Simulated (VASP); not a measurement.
# GaSe4 (P4/nmm) in VASP: single point with PBE

Aim: the single point of GaSe4 with PBE.

Everything below comes from runs of VASP 6.6.1. Logs are shortened: lines on timing, memory, paths and dates and some standing lists are left out, and cuts for length are marked.

## 1. The cell of the first run

It takes space group P4/nmm (No. 129, tetragonal). The conventional cell has a = 7.334 Å, b = 7.334 Å, c = 6.678 Å, α = 90.00°, β = 90.00°, γ = 90.00°. Ga (site symmetry -4m2) has 4 Se at 2.59 Å within 3.4 Å. Within 2.9 Å of Se (site symmetry 4mm) lie 1 Se at 2.23 Å. Se (site symmetry 2/m) has 2 Ga at 2.59 Å and 2 Se at 2.76 Å within 3.4 Å. Se (site symmetry 4mm) has 5 Se at 2.23 to 2.76 Å within 2.9 Å.

## 2. Single point, PBE

INCAR reads:

```
ALGO = Normal
EDIFF = 1E-7
ENCUT = 520
GGA = PE
ISIF = 2
ISMEAR = 0
LASPH = True
LCHARG = True
LELF = True
LREAL = False
LVHAR = True
LWAVE = False
NBANDS = 48
NELM = 100
PREC = Accurate
SIGMA = 0.2
```

KPOINTS reads:

```
k-points
0
Gamma
  3 3 2
```

POSCAR reads:

```
GaSe4
1.0
    7.3343253959      0.0000000000      0.0000000000
    0.0000000000      7.3343253959      0.0000000000
    0.0000000000      0.0000000000      6.6782437566
Ga Se
2 8
Direct
    0.0000000000      0.0000000000      0.0000000000
    0.5000000000      0.5000000000      0.0000000000
    0.5000000000      0.0000000000      0.5252439983
    0.0000000000      0.5000000000      0.4747560017
    0.2500000000      0.7500000000      0.0000000000
    0.7500000000      0.2500000000      0.0000000000
    0.7500000000      0.7500000000      0.0000000000
    0.2500000000      0.2500000000      0.0000000000
    0.5000000000      0.0000000000      0.8584940036
    0.0000000000      0.5000000000      0.1415059964
```

Potentials or basis: VASP PAW PBE potentials, release 64 (Ga_d, Se).

Launch:

```bash
> cat potpaw_PBE.64/Ga_d/POTCAR potpaw_PBE.64/Se/POTCAR > POTCAR
> mpirun -np 1 vasp_std > vasp.out
```

OUTCAR:

```text
EDIFF = 1E-7
   ENCUT = 520
   GGA = PE
   ISIF = 2
   ISMEAR = 0
   LASPH = True
   LREAL = False
   NELM = 100
   PREC = Accurate

 ion  position               nearest neighbor table
   1  0.000  0.000  0.000-   5 2.59   6 2.59   7 2.59   8 2.59
   2  0.500  0.500  0.000-   5 2.59   6 2.59   7 2.59   8 2.59
   3  0.500  0.000  0.525-   9 2.23
   4  0.000  0.500  0.475-  10 2.23
   5  0.250  0.750  0.000-   1 2.59   2 2.59   9 2.76  10 2.76
   6  0.750  0.250  0.000-   1 2.59   2 2.59   9 2.76  10 2.76
   7  0.750  0.750  0.000-   1 2.59   2 2.59   9 2.76  10 2.76
   8  0.250  0.250  0.000-   1 2.59   2 2.59   9 2.76  10 2.76
   9  0.500  0.000  0.858-   3 2.23   5 2.76   6 2.76   7 2.76   8 2.76
  10  0.000  0.500  0.142-   4 2.23   5 2.76   6 2.76   7 2.76   8 2.76

  LATTYP: Found a simple tetragonal cell.
 ALAT       =     7.3343253959
 C/A-ratio  =     0.9105464233

  Lattice vectors:

 A1 = (   7.3343253959,   0.0000000000,   0.0000000000)
 A2 = (   0.0000000000,   7.3343253959,   0.0000000000)
 A3 = (   0.0000000000,   0.0000000000,   6.6782437566)

Analysis of symmetry for initial positions (statically):
=====================================================================
 Subroutine PRICEL returns:
 Original cell was already a primitive cell.

 Routine SETGRP: Setting up the symmetry group for a
 simple tetragonal supercell.

 Subroutine GETGRP returns: Found 16 space group operations
 (whereof  8 operations were pure point group operations)
 out of a pool of 16 trial point group operations.

The static configuration has the point symmetry D_2d.
 The point group associated with its full space group is D_4h.

Analysis of symmetry for dynamics (positions and initial velocities):
=====================================================================
 Subroutine PRICEL returns:
 Original cell was already a primitive cell.

 Routine SETGRP: Setting up the symmetry group for a
 simple tetragonal supercell.

 Subroutine GETGRP returns: Found 16 space group operations
 (whereof  8 operations were pure point group operations)
 out of a pool of 16 trial point group operations.

The dynamic configuration has the point symmetry D_2d.
 The point group associated with its full space group is D_4h.

 Subroutine INISYM returns: Found 16 space group operations
 (whereof  8 operations are pure point group operations),
 and found     1 'primitive' translations

----------------------------------------------------------------------------------------

                                     Primitive cell

  volume of cell :     359.2383

  direct lattice vectors                    reciprocal lattice vectors
     7.334325396  0.000000000  0.000000000     0.136345191  0.000000000  0.000000000
     0.000000000  7.334325396  0.000000000     0.000000000  0.136345191  0.000000000
     0.000000000  0.000000000  6.678243757     0.000000000  0.000000000  0.149739967

  length of vectors
     7.334325396  7.334325396  6.678243757     0.136345191  0.136345191  0.149739967

  position of ions in fractional coordinates (direct lattice)
     0.000000000  0.000000000  0.000000000
     0.500000000  0.500000000  0.000000000
     0.500000000  0.000000000  0.525243998
     0.000000000  0.500000000  0.474756002
     0.250000000  0.750000000  0.000000000
     0.750000000  0.250000000  0.000000000
     0.750000000  0.750000000  0.000000000
     0.250000000  0.250000000  0.000000000
     0.500000000  0.000000000  0.858494004
     0.000000000  0.500000000  0.141505996

  ion indices of the primitive-cell ions
   primitive index   ion index
                 1           1
                 2           2
                 3           3
                 4           4
                 5           5
                 6           6
                 7           7
                 8           8
                 9           9
                10          10

----------------------------------------------------------------------------------------

 KPOINTS: k-points

Automatic generation of k-mesh.
 Grid dimensions read from file:
 generate k-points for:    3    3    2

 Generating k-lattice:

  Cartesian coordinates                     Fractional coordinates (reciprocal lattice)
     0.045448397  0.000000000  0.000000000     0.333333333  0.000000000  0.000000000
     0.000000000  0.045448397  0.000000000     0.000000000  0.333333333  0.000000000
     0.000000000  0.000000000  0.074869984     0.000000000  0.000000000  0.500000000

  Length of vectors
     0.045448397  0.045448397  0.074869984

  Shift w.r.t. Gamma in fractional coordinates (k-lattice)
     0.000000000  0.000000000  0.000000000

 Subroutine IBZKPT returns following result:
 ===========================================

 Found      6 irreducible k-points:

 Following reciprocal coordinates:
            Coordinates               Weight
  0.000000  0.000000  0.000000      1.000000
  0.333333  0.000000  0.000000      4.000000
  0.333333  0.333333  0.000000      4.000000
  0.000000  0.000000  0.500000      1.000000
  0.333333  0.000000  0.500000      4.000000
  0.333333  0.333333  0.500000      4.000000
   k-points           NKPTS =      6   k-points in BZ     NKDIM =      6   number of bands    NBANDS=     48
   number of dos      NEDOS =    301   number of ions     NIONS =     10
   total plane-waves  NPLWV = 156800
   dimension x,y,z NGX =    56 NGY =   56 NGZ =   50
   dimension x,y,z NGXF=   112 NGYF=  112 NGZF=  100
   ions per type =               2   8
   NGX,Y,Z   is equivalent  to a cutoff of  12.69, 12.69, 12.45 a.u.
   NGXF,Y,Z  is equivalent  to a cutoff of  25.39, 25.39, 24.89 a.u.
 SYSTEM =  unknown system
   PREC   = accura    normal or accurate (medium, high low for compatibility)
   ISTART =      0    job   : 0-new  1-cont  2-samecut
   ICHARG =      2    charge: 1-file 2-atom 10-const
   ISPIN  =      1    spin polarized calculation?
   LNONCOLLINEAR =      F non collinear calculations
   LSORBIT =      F    spin-orbit coupling
   LASPH  =      T    aspherical Exc in radial PAW
   ENCUT  =  520.0 eV  38.22 Ry    6.18 a.u.  13.64 13.64 12.42*2*pi/ulx,y,z
   NELM   =    100;   NELMIN=  2; NELMDL= -5     # of ELM steps
   EDIFF  = 0.1E-06   stopping-criterion for ELM
   LREAL  =      F    real-space projection
   EDIFFG = 0.1E-05   stopping-criterion for IOM
   NSW    =      0    number of steps for IOM
   IBRION =     -1    ionic relax: 0-MD 1-quasi-New 2-CG
   NFREE  =      0    steps in history (QN), initial steepest desc. (CG)
   ISIF   =      2    stress and relaxation
   ISYM   =      2    0-nonsym 1-usesym 2-fastsym
   POTIM  = 0.5000    time-step for ionic-motion
   TEBEG  =    0.0;   TEEND  =   0.0 temperature during run
   PSTRESS=    0.0 pullay stress
   NELECT =      74.0000    total number of electrons
   NUPDOWN=      -1.0000    fix difference up-down
   EMIN   =  10.00;   EMAX   =-10.00  energy-range for DOS
   EFERMI =   0.00;   METHOD = LEGACY
   ISMEAR =     0;   SIGMA  =   0.20  broadening in eV -4-tet -1-fermi 0-gaus
   EFERMI_NEDOS =   21; number of points for ismear=-14 and -15
   IALGO  =     38    algorithm
   IMIX   =      4    mixing-type and parameters
     AMIX     =   0.40;   BMIX     =  1.00
     AMIX_MAG =   1.60;   BMIX_MAG =  1.00
  volume/ion in A,a.u.               =      35.92       242.43
  Fermi-wavevector in a.u.,A,eV,Ry     =   0.966847  1.827076 12.718639  0.934794
  Thomas-Fermi vector in A             =   2.096683
   LORBIT       =      0    0 simple, 1 ext, 2 COOP (PROOUT), +10 PAW based schemes
   GGA     = PE    functional components
   LHFCALC =     F    Hartree Fock is set to
   AEXX    =    0.0000 exact exchange contribution
   IVDW    =     0    specifies the selected vdW correction
   LEPSILON=     F    determine dielectric tensor
   LRPA    =     F    only Hartree local field effects (RPA)
 non-spin polarized calculation
 Gauss-broadening in eV      SIGMA  =   0.20
  energy-cutoff  :      520.00
  volume of cell :      359.24
 maximum number of plane-waves:      9720
 NGX is ok and might be reduce to    54
   NGX = 27   NGY = 27   NGZ = 25

 number of electron      73.9999983 magnetization

 Free energy of the ion-electron system (eV)
  ---------------------------------------------------
  ext. energy  EPLUGINS =         0.00000000
  ---------------------------------------------------
  free energy    TOTEN  =       -32.74259446 eV

  energy without entropy =      -32.69761295  energy(sigma->0) =      -32.72010370

 E-fermi :   0.4853     XC(G=0):  -7.3236

 val. band max:        0.3049918428   @ k =   0.0000   0.0000   0.0000
 cond. band min:       0.5045994675   @ k =   0.3333   0.3333   0.5000
 fundamental gap:      0.1996076247
 Fermi energy:         0.4852985902

 k-point     1 :       0.0000    0.0000    0.0000
  band No.  band energies     occupation
      1     -14.9833      2.00000
      2     -14.7020      2.00000
      3     -14.6697      2.00000
      4     -14.6064      2.00000
      5     -14.6064      2.00000
      6     -14.6044      2.00000
[... 40 lines left out ...]
     47       4.1471      0.00000
     48       4.6601      0.00000

 k-point     2 :       0.3333    0.0000    0.0000
  band No.  band energies     occupation
      1     -14.8764      2.00000
      2     -14.7011      2.00000
      3     -14.6806      2.00000
      4     -14.6313      2.00000
      5     -14.6084      2.00000
      6     -14.6082      2.00000
[... 40 lines left out ...]
     47       5.3182      0.00000
     48       5.5504      0.00000

 k-point     3 :       0.3333    0.3333    0.0000
  band No.  band energies     occupation
      1     -14.7996      2.00000
      2     -14.7041      2.00000
      3     -14.6696      2.00000
      4     -14.6321      2.00000
      5     -14.6216      2.00000
      6     -14.6133      2.00000
[... 40 lines left out ...]
     47       4.8260      0.00000
     48       5.6790      0.00000

 k-point     4 :       0.0000    0.0000    0.5000
  band No.  band energies     occupation
      1     -14.9682      2.00000
      2     -14.7020      2.00000
      3     -14.6697      2.00000
      4     -14.6064      2.00000
      5     -14.6064      2.00000
      6     -14.6044      2.00000
[... 40 lines left out ...]
     47       3.8708      0.00000
     48       4.5365      0.00000

 k-point     5 :       0.3333    0.0000    0.5000
  band No.  band energies     occupation
      1     -14.8647      2.00000
      2     -14.6996      2.00000
      3     -14.6806      2.00000
      4     -14.6313      2.00000
      5     -14.6083      2.00000
      6     -14.6081      2.00000
[... 40 lines left out ...]
     47       5.5334      0.00000
     48       6.2399      0.00000

 k-point     6 :       0.3333    0.3333    0.5000
  band No.  band energies     occupation
      1     -14.7917      2.00000
      2     -14.7041      2.00000
      3     -14.6684      2.00000
      4     -14.6321      2.00000
      5     -14.6188      2.00000
      6     -14.6128      2.00000
[... 40 lines left out ...]
     47       4.7809      0.00000
     48       6.3155      0.00000

------------------------ aborting loop because EDIFF is reached ----------------------------------------

  FORCE on cell =-STRESS in cart. coord.  units (eV):
  Direction    XX          YY          ZZ          XY          YZ          ZX
  --------------------------------------------------------------------------------------
  -------------------------------------------------------------------------------------
  Total        0.5014754      0.5014754      0.4901043      0.0000000     -0.0000000      0.0000000
  in kB        2.2365450      2.2365450      2.1858307      0.0000000     -0.0000000      0.0000000
  external PRESSURE =       2.2196402 kB  Pullay stress =       0.0000000 kB

 VOLUME and BASIS-vectors are now :
 -----------------------------------------------------------------------------
  energy-cutoff  :      520.00
  volume of cell :      359.24
      direct lattice vectors                 reciprocal lattice vectors
     7.334325396  0.000000000  0.000000000     0.136345191  0.000000000  0.000000000
     0.000000000  7.334325396  0.000000000     0.000000000  0.136345191  0.000000000
     0.000000000  0.000000000  6.678243757     0.000000000  0.000000000  0.149739967

 POSITION                                       TOTAL-FORCE (eV/Angst)
 -----------------------------------------------------------------------------------
      0.00000      0.00000      0.00000        -0.000000      0.000000      0.000000
      3.66716      3.66716      0.00000        -0.000000     -0.000000      0.000000
      3.66716      0.00000      3.50771        -0.000000     -0.000000     -0.005305
      0.00000      3.66716      3.17054        -0.000000     -0.000000      0.005305
      1.83358      5.50074      0.00000         0.000000      0.000000      0.000000
      5.50074      1.83358      0.00000        -0.000000     -0.000000      0.000000
      5.50074      5.50074      0.00000         0.000000      0.000000     -0.000000
      1.83358      1.83358      0.00000         0.000000     -0.000000      0.000000
      3.66716      0.00000      5.73323        -0.000000     -0.000000      0.021487
      0.00000      3.66716      0.94501        -0.000000     -0.000000     -0.021487
 -----------------------------------------------------------------------------------
    total drift:                                0.000000      0.000000     -0.000000

  FREE ENERGIE OF THE ION-ELECTRON SYSTEM (eV)
  ---------------------------------------------------
  free  energy   TOTEN  =       -32.7425944610 eV

  energy  without entropy=      -32.6976129475  energy(sigma->0) =      -32.72010370
```

Wall time 96 s (1 thread of AMD EPYC 9R45 (Zen 5), shared host); peak memory 0.38 GiB.

What came out:

```
Free energy            : -32.7426 eV
Pressure               : 0.2 GPa
Largest force          : 0.021 eV/Å
Band gap on the k mesh : zero (band 37 reaches 0.50 eV, above the bottom of band 38 at 0.30 eV)
```

Forces in eV/Å, atoms in the order of the input:
```
Ga   0.000  0.000  0.000
Ga   0.000  0.000  0.000
Se   0.000  0.000 -0.005
Se   0.000  0.000  0.005
Se   0.000  0.000  0.000
Se   0.000  0.000  0.000
Se   0.000  0.000  0.000
Se   0.000  0.000  0.000
Se   0.000  0.000  0.021
Se   0.000  0.000 -0.021
```

Caveat: the k points lie up to 0.47 Å⁻¹ apart.
